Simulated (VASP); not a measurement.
Here is a VASP 6.6.1 calculation.

Contents of INCAR:

```
  PREC = Accurate
  ENCUT = 600
  EDIFF = 1E-6
  ISMEAR = 0
  SIGMA = 0.1
  LREAL = F
  LASPH = T
  NELM = 60
  ALGO = Normal
  ISIF = 3
  LWAVE = F
  LCHARG = F
  GGA = PS
  IBRION = 2
  NSW = 90
  EDIFFG = -0.04
```

The input KPOINTS:

```
regular mesh
0
Gamma
  6 6 4
```

POSCAR

```
Se
1.0
    4.3551696776      0.0000000000      0.0000000000
   -2.1775848388      3.7716875786      0.0000000000
    0.0000000000      0.0000000000      4.9494500000
Se
3
Direct
    0.2170000000      0.0000000000      0.1666666667
    0.0000000000      0.2170000000      0.8333333333
    0.7830000000      0.7830000000      0.5000000000
```

Potentials or basis: VASP PAW PBE potentials, release 64 (Se).

Command:

```sh
$ cat potpaw_PBE.64/Se/POTCAR > POTCAR
$ mpirun -np 1 vasp_std > vasp.out
```

Predict the band gap on the k mesh.

0.45 eV, direct.

What does it give for the relaxed cell?

a = 4.046 Å, b = 4.046 Å, c = 5.119 Å, α = 90.00°, β = 90.00°, γ = 120.00°.

Step by step:
| step | energy change (eV) | largest force (eV/Å) | pressure (GPa) | volume (Å³) |
| --- | --- | --- | --- | --- |
| 1 | 0.0000 | 1.0691 | 3.14 | 81.30 |
| 2 | 0.0033 | 0.5308 | -4.20 | 87.70 |
| 3 | -0.0699 | 0.1863 | -0.86 | 84.31 |
| 4 | -0.0699 | 0.2013 | -0.79 | 84.25 |
| 5 | -0.0822 | 0.1846 | -0.68 | 82.99 |
| 6 | -0.1111 | 0.1559 | -0.15 | 79.29 |
| 7 | -0.1175 | 0.1628 | 2.07 | 72.22 |
| 8 | -0.1247 | 0.1620 | 0.91 | 75.34 |
| 9 | -0.1328 | 0.0475 | 0.36 | 75.04 |
| 10 | -0.1388 | 0.1702 | -0.75 | 74.34 |
| 11 | -0.1445 | 0.1502 | -0.51 | 73.34 |
| 12 | -0.1486 | 0.1211 | -0.09 | 71.91 |
| 13 | -0.1488 | 0.1146 | 0.03 | 71.54 |
| 14 | -0.1506 | 0.0836 | 0.07 | 71.73 |
| 15 | -0.1530 | 0.0003 | 0.19 | 72.22 |
| 16 | -0.1531 | 0.0214 | 0.23 | 72.34 |
| 17 | -0.1530 | 0.0224 | -0.25 | 72.86 |
| 18 | -0.1533 | 0.0003 | -0.02 | 72.59 |

Caveat: the PAW data sets were made with another functional, which shifts forces and pressure a little; the volume moved by -11 % from the deposited cell, more than functionals usually miss. A k mesh can miss the band edges.
